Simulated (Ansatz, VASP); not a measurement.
**Two plane-wave programs on BN**

Contents of INCAR:

```
SYSTEM = BN
PREC = Accurate ; ENCUT = 520
EDIFF = 1E-6 ; ISMEAR = -1
SIGMA = 0.05 ; LREAL = .False.
LASPH = .True. ; NELM = 80
ALGO = Normal ; ISIF = 2
LWAVE = .False. ; LCHARG = .False.
GGA = PE ; NBANDS = 16
```

The input KPOINTS:

```
Automatic mesh
0
Gamma
  12 12 6
  0 0 0
```

Contents of POSCAR:

```
BN
1.0
    2.4470707926      0.0000000000      0.0000000000
   -1.2235353963      2.1192254712      0.0000000000
    0.0000000000      0.0000000000      4.0514824894
B N
2 2
Direct
    0.3333333333      0.6666666667      0.0011587297
    0.6666666667      0.3333333333      0.5011587297
    0.3333333333      0.6666666667      0.3748412703
    0.6666666667      0.3333333333      0.8748412703
```

Input for Ansatz:

```yaml
crystal:
  lattice:
    - [2.4470707926, 0.0, 0.0]
    - [-1.2235353963, 2.1192254712, 0.0]
    - [0.0, 0.0, 4.0514824894]
  atoms:
    - { symbol: B, position: [0.3333333333, 0.6666666667, 0.0011587297] }
    - { symbol: B, position: [0.6666666667, 0.3333333333, 0.5011587297] }
    - { symbol: "N", position: [0.3333333333, 0.6666666667, 0.3748412703] }
    - { symbol: "N", position: [0.6666666667, 0.3333333333, 0.8748412703] }
kpoints:
  mp_grid: { grid: [12, 12, 6] }
scf:
  occupations: { method: fermi_dirac, width: 0.05 }
hamiltonian:
  xc: pbe
  pseudopotentials: { kind: paw }
output:
  forces: true
  stress: true
  eigenvalues: true
  populations: true
```

Change from the starting cell: volume scaled by 0.88, PAW files.

Alike in both runs: task single point; functional PBE; k mesh 12 × 12 × 6; occupations fermi-dirac, width 0.05 eV; no spin polarisation.

```csv
,VASP,Ansatz
version,VASP 6.6.1,Ansatz 0.2.0
potentials or method,"VASP PAW PBE potentials, release 64 (B, N)","PAW with Ansatz's default frozen-core files, scalar-relativistic"
plane-wave cutoff (eV),520,420
valence electrons in the cell,16,16
```

```csv
,VASP,Ansatz,Ansatz less VASP
gap on the k mesh at the Fermi level (eV),4.90,4.93,+0.022
pressure (GPa),60.6,59.9,-0.67
```

Both programs put the cell under a high pressure, so it lies far from rest at this level.

Noted on VASP's run: the cell as given lies far from equilibrium.
